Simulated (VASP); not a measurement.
# AlRu in VASP: settings compared, part 2 of 2

VASP 6.6.1. Earlier steps stand in the parts before.

### Step 4. Single point, PBEsol

Contents of INCAR:

```
SYSTEM = AlRu
PREC = Accurate ; ENCUT = 520
EDIFF = 1E-6 ; ISMEAR = 0
SIGMA = 0.05 ; LREAL = .False.
LASPH = .True. ; NELM = 80
ALGO = Fast ; ISIF = 2
LWAVE = .False. ; LCHARG = .False.
GGA = PS ; NBANDS = 16
```

Contents of KPOINTS:

```
regular mesh
0
Gamma
  10 10 10
  0 0 0
```

Contents of POSCAR:

```
AlRu
1.0
    2.9916000000      0.0000000000      0.0000000000
    0.0000000000      2.9916000000      0.0000000000
    0.0000000000      0.0000000000      2.9916000000
Ru Al
1 1
Direct
    0.4970030000      0.5110170000      0.4878020000
   -0.0043240000     -0.0088300000      0.0100190000
```

Potentials or basis: VASP PAW PBE potentials, release 64 (Ru_pv, Al).

The run is started by

```
$ cat potpaw_PBE.64/Ru_pv/POTCAR potpaw_PBE.64/Al/POTCAR > POTCAR
$ mpirun -np 1 vasp_std > vasp.out
```

OUTCAR:

```text
SYSTEM = AlRu
   PREC = Accurate
   ENCUT = 520
   EDIFF = 1E-6
   ISMEAR = 0
   LREAL = .False.
   LASPH = .True.
   NELM = 80
   ISIF = 2
   GGA = PS

 ion  position               nearest neighbor table
   1  0.497  0.511  0.488-   2 2.52   2 2.52   2 2.59   2 2.59   2 2.59   2 2.60   2 2.66   2 2.67

   2  0.996  0.991  0.010-   1 2.52   1 2.52   1 2.59   1 2.59   1 2.59   1 2.60   1 2.66   1 2.67

  LATTYP: Found a simple cubic cell.
 ALAT       =     2.9916000000

  Lattice vectors:

 A1 = (   2.9916000000,   0.0000000000,   0.0000000000)
 A2 = (   0.0000000000,   2.9916000000,   0.0000000000)
 A3 = (   0.0000000000,   0.0000000000,   2.9916000000)

Analysis of symmetry for initial positions (statically):
=====================================================================
 Subroutine PRICEL returns:
 Original cell was already a primitive cell.

 Routine SETGRP: Setting up the symmetry group for a
 simple cubic supercell.

 Subroutine GETGRP returns: Found  1 space group operations
 (whereof  1 operations were pure point group operations)
 out of a pool of 48 trial point group operations.

The static configuration has the point symmetry C_1 .

Analysis of symmetry for dynamics (positions and initial velocities):
=====================================================================
 Subroutine PRICEL returns:
 Original cell was already a primitive cell.

 Routine SETGRP: Setting up the symmetry group for a
 simple cubic supercell.

 Subroutine GETGRP returns: Found  1 space group operations
 (whereof  1 operations were pure point group operations)
 out of a pool of 48 trial point group operations.

The dynamic configuration has the point symmetry C_1 .

 Subroutine INISYM returns: Found  1 space group operations
 (whereof  1 operations are pure point group operations),
 and found     1 'primitive' translations

----------------------------------------------------------------------------------------
[... 108 lines left out ...]
   ISMEAR =     0;   SIGMA  =   0.05  broadening in eV -4-tet -1-fermi 0-gaus
   EFERMI_NEDOS =   21; number of points for ismear=-14 and -15
   IALGO  =     68    algorithm
   IMIX   =      4    mixing-type and parameters
     AMIX     =   0.40;   BMIX     =  1.00
     AMIX_MAG =   1.60;   BMIX_MAG =  1.00
  volume/ion in A,a.u.               =      13.39        90.34
  Fermi-wavevector in a.u.,A,eV,Ry     =   1.407087  2.659009 26.938090  1.979894
  Thomas-Fermi vector in A             =   2.529382
   LORBIT       =      0    0 simple, 1 ext, 2 COOP (PROOUT), +10 PAW based schemes
   GGA     = PS    functional components
   LHFCALC =     F    Hartree Fock is set to
   AEXX    =    0.0000 exact exchange contribution
   IVDW    =     0    specifies the selected vdW correction
   LEPSILON=     F    determine dielectric tensor
   LRPA    =     F    only Hartree local field effects (RPA)
 non-spin polarized calculation
 RMM-DIIS sequential band-by-band and
 Gauss-broadening in eV      SIGMA  =   0.05
  energy-cutoff  :      520.00
  volume of cell :       26.77
 maximum number of plane-waves:       739
 NGX is ok and might be reduce to    24
   NGX = 11   NGY = 11   NGZ = 11

 number of electron      17.0000002 magnetization

 Free energy of the ion-electron system (eV)
  ---------------------------------------------------
  ext. energy  EPLUGINS =         0.00000000
  ---------------------------------------------------
  free energy    TOTEN  =       -15.48746222 eV

  energy without entropy =      -15.48501689  energy(sigma->0) =      -15.48623955

 E-fermi :  10.6004     XC(G=0): -12.6853

 val. band max:       10.5977029451   @ k =  -0.4000   0.1000   0.1000
 cond. band min:      10.6212654419   @ k =   0.1000   0.1000   0.5000
 fundamental gap:      0.0235624969
 Fermi energy:        10.6004109058

 k-point     1 :       0.0000    0.0000    0.0000
  band No.  band energies     occupation
      1     -31.1341      2.00000
      2     -31.1339      2.00000
      3     -31.1326      2.00000
      4       0.9175      2.00000
      5       6.9822      2.00000
      6       6.9857      2.00000
[... 433 lines left out ...]
      3     -31.1261      2.00000
      4       1.8472      2.00000
      5       7.2048      2.00000
      6       7.3105      2.00000
[... 8 lines left out ...]
     15      23.6013      0.00000
     16      27.2164      0.00000

 [... further k-points ...]
[... 5 lines left out ...]
  --------------------------------------------------------------------------------------
  -------------------------------------------------------------------------------------
  Total       -0.3993207     -0.4443694     -0.4555732      0.0062117     -0.1031638     -0.0070397
  in kB      -23.8958146    -26.5915815    -27.2620301      0.3717156     -6.1734392     -0.4212622
  external PRESSURE =     -25.9164754 kB  Pullay stress =       0.0000000 kB

 VOLUME and BASIS-vectors are now :
 -----------------------------------------------------------------------------
  energy-cutoff  :      520.00
  volume of cell :       26.77
      direct lattice vectors                 reciprocal lattice vectors
     2.991600000  0.000000000  0.000000000     0.334269287  0.000000000  0.000000000
     0.000000000  2.991600000  0.000000000     0.000000000  0.334269287  0.000000000
     0.000000000  0.000000000  2.991600000     0.000000000  0.000000000  0.334269287

 POSITION                                       TOTAL-FORCE (eV/Angst)
 -----------------------------------------------------------------------------------
      1.48683      1.52876      1.45931        -0.031485     -0.465572      0.519702
      2.97866      2.96518      0.02997         0.031485      0.465572     -0.519702
 -----------------------------------------------------------------------------------
    total drift:                                0.000010      0.000294     -0.000331

  FREE ENERGIE OF THE ION-ELECTRON SYSTEM (eV)
  ---------------------------------------------------
  free  energy   TOTEN  =       -15.4874622176 eV

  energy  without entropy=      -15.4850168887  energy(sigma->0) =      -15.48623955
```

stdout:

```text
POSCAR found type information on POSCAR RuAl
 POSCAR found :  2 types and       2 ions
 scaLAPACK will be used
 -----------------------------------------------------------------------------
|                                                                             |
|                                                                             |
|     You enforced a specific xc type in the INCAR file but a different       |
|     I HOPE YOU KNOW WHAT YOU ARE DOING!                                     |
|                                                                             |
 -----------------------------------------------------------------------------

 LDA part: xc-table for (Slater+PW92), standard interpolation
 POSCAR, INCAR and KPOINTS ok, starting setup
 FFT: planning ... GRIDC
 FFT: planning ... GRID_SOFT
 FFT: planning ... GRID
 WAVECAR not read
 entering main loop
```

Wall time 66 s (1 thread of Intel Xeon 6975P-C (Granite Rapids), shared host); peak memory 0.3 GiB.

What came out:

```
Free energy            : -15.4875 eV
Pressure               : -2.6 GPa
Largest force          : 0.698 eV/Å
Band gap on the k mesh : zero (an odd number of electrons rules out a gap without spin polarisation)
```

Forces in eV/Å, atoms in the order of the input:
```
Ru  -0.031 -0.466  0.520
Al   0.031  0.466 -0.520
```

Levels at points of the mesh, in eV from the Fermi level:
```
           k point  band 5  band 6  band 7  band 8  band 9  band 10  band 11  band 12  band 13  band 14
(0.00, 0.00, 0.00)   -3.62   -3.61    0.16    0.17    0.18     6.07     6.08     6.10    11.00    11.01
(0.50, 0.00, 0.00)   -5.47   -2.82   -1.62   -1.61    0.42     2.26     7.45    11.03    11.03    12.48
(0.00, 0.50, 0.00)   -5.46   -2.82   -1.62   -1.61    0.42     2.26     7.46    11.00    11.01    12.58
(0.00, 0.00, 0.50)   -5.45   -2.82   -1.62   -1.61    0.42     2.26     7.46    10.99    11.00    12.61
(0.50, 0.50, 0.00)   -3.12   -1.43   -1.42   -1.11   -1.11     1.50     5.26     6.24    10.66    11.99
(0.00, 0.50, 0.50)   -3.14   -1.37   -1.34   -1.19   -1.18     1.50     5.26     6.25    10.62    11.98
(0.50, 0.00, 0.50)   -3.12   -1.42   -1.41   -1.13   -1.12     1.50     5.26     6.25    10.65    14.34
(0.50, 0.50, 0.50)   -4.64   -4.63    1.60    1.60    2.59     4.08     4.09     4.10     8.57     8.58
```

Caveat: the PAW data sets were made with another functional, which shifts forces and pressure a little.

### Step 5. Summary

```tsv
level	cell	k mesh	smearing	gap on the mesh (eV)	pressure (GPa)	largest force (eV/Å)
r2SCAN	as given, atomic positions A	15 × 15 × 15	gaussian 0.1 eV	none	-2.0	-
PBEsol	as given, atomic positions B	8 × 8 × 8	gaussian 0.05 eV	none	-2.3	0.68
PBEsol	as given, atomic positions B	10 × 10 × 10	gaussian 0.05 eV	none	-2.6	0.70
```

Alike in all rows: task single point; potentials or basis VASP PAW PBE potentials, release 64 (Ru_pv, Al); no spin polarisation; cutoff (eV) 520.

The pressure there spans -2.6 GPa (PBEsol) to -2.0 GPa (r2SCAN); a positive pressure means that this level wants a larger cell, a negative one a smaller.

Caveats: the PAW data sets were made with another functional, which shifts forces and pressure a little.

Absolute energies hang on the potentials; compare differences alone.
